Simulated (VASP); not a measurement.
A run of VASP 6.6.1 is set up as follows.

The input INCAR:

```
PREC = Accurate ; ENCUT = 450
EDIFF = 1E-7 ; ISMEAR = 0
SIGMA = 0.1 ; LREAL = F
LASPH = T ; NELM = 120
ALGO = Normal ; ISIF = 2
LWAVE = F ; LCHARG = F
IBRION = 2 ; NSW = 60
EDIFFG = -0.002 ; GGA_COMPAT = F
NELMIN = 4
```

Contents of KPOINTS:

```
Automatic mesh
0
Gamma
  12 12 12
```

Contents of POSCAR:

```
Ge
1.0
    0.0449737575      2.8136707049      2.8136707049
    2.8136707049      0.0449737575      2.8136707049
    2.8136707049      2.8136707049      0.0449737575
Ge
2
Direct
    0.0000000000      0.0000000000      0.0000000000
    0.2500000000      0.2500000000      0.2500000000
```

Potentials or basis: VASP PAW LDA potentials, release 64 (Ge_d).

Run with:

```sh
$ cat potpaw_LDA.64/Ge_d/POTCAR > POTCAR
$ mpirun -np 1 vasp_std > vasp.out
```

**Question.** What does it give for the energy gained by relaxing?

**Answer.** 1.3 meV/atom.

Final structure:
```xyz
2
Lattice="0.0450 2.8137 2.8137 2.8137 0.0450 2.8137 2.8137 2.8137 0.0450" Properties=species:S:1:pos:R:3 pbc="T T T"
Ge    0.0062    0.0062    0.0062
Ge    1.4119    1.4119    1.4119
```

Caveat: the cell differs from its parent crystal (strained cell).
